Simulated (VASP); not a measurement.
HoSbTe3: single point with PBE

Crystal: HoSbTe3.

```
Ho Sb Te
1.0
     5.76705    0.00000    0.00000
     0.00000    5.76705    0.00000
     0.00000    0.00000    5.76705
Ho Sb Te
1 1 3
Cartesian
  2.8835 2.8835 2.8835
  0.0000 0.0000 0.0000
  0.0000 2.8835 2.8835
  2.8835 0.0000 2.8835
  2.8835 2.8835 0.0000
```

The cell was built from a structure type or drawn by symmetry, and may not be a known phase.

- Program: VASP 6.6.1
- Task: single point
- Functional: PBE
- Potentials or basis: VASP PAW PBE potentials, release 64 (Ho_3, Sb, Te), 4f in core
- Cutoff: 500 eV
- k mesh: 4 × 4 × 4
- Occupations: gaussian, width 0.1 eV
- Spin: no spin polarisation

| Property | Result |
| --- | --- |
| Pressure | 0.2 GPa |
| Band gap on the k mesh | zero (bands 16 and 17 overlap by 0.66 eV) |

Levels at points of the mesh, in eV from the Fermi level:
```csv
k point,band 13,band 14,band 15,band 16,band 17,band 18,band 19,band 20
"(0.00, 0.00, 0.00)",-0.56,-0.40,-0.40,-0.40,1.30,1.30,1.30,1.76
"(0.50, 0.00, 0.00)",-1.15,-0.95,-0.48,-0.04,-0.04,0.41,0.41,1.85
"(0.50, 0.50, 0.00)",-1.58,-1.58,-1.35,-0.49,0.58,0.97,0.97,3.87
"(0.50, 0.50, 0.50)",-2.26,0.61,0.61,0.61,0.78,0.78,0.78,4.67
```

Run time: 36 s on 1 thread of Intel(R) Xeon(R) Platinum 8559C (Emerald Rapids), on a shared host, peak memory 0.28 GiB.

Caveat: spin-orbit coupling is left out, which moves the levels of the heavy elements; the 4f electrons are frozen in the core, so they carry no moment and show no levels. Spin polarisation is off, so any magnetic state and its effect on volume and gap are missing.
